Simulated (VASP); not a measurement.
Input of a VASP 6.6.1 run:

File INCAR:

```
SYSTEM = Ta
PREC = Accurate ; ENCUT = 520
EDIFF = 1E-6 ; ISMEAR = -1
SIGMA = 0.1 ; LREAL = .False.
LASPH = .True. ; NELM = 60
ALGO = Normal ; ISIF = 2
LWAVE = .False. ; LCHARG = .False.
GGA = PS ; NBANDS = 18
```

The input KPOINTS:

```
Automatic mesh
0
Gamma
  10 10 10
  0 0 0
```

The input POSCAR:

```
Ta
1.0
    0.0000000000      2.9200375495      2.9200375495
    2.9200375495      0.0000000000      2.9200375495
    2.9200375495      2.9200375495      0.0000000000
Ta
2
Direct
    0.1250000000      0.1250000000      0.1250000000
    0.8750000000      0.8750000000      0.8750000000
```

Potentials or basis: VASP PAW PBE potentials, release 64 (Ta_pv).

Launch:

```sh
$ cat potpaw_PBE.64/Ta_pv/POTCAR > POTCAR
$ mpirun -np 1 vasp_std > vasp.out
```

Estimate the pressure.

7.5 GPa.

Predict the band gap on the k mesh.

zero (band 11 reaches 3.08 eV, above the bottom of band 12 at 2.16 eV).

Caveat: the PAW data sets were made with another functional, which shifts forces and pressure a little; spin-orbit coupling is left out, which moves the levels of the heavy elements.
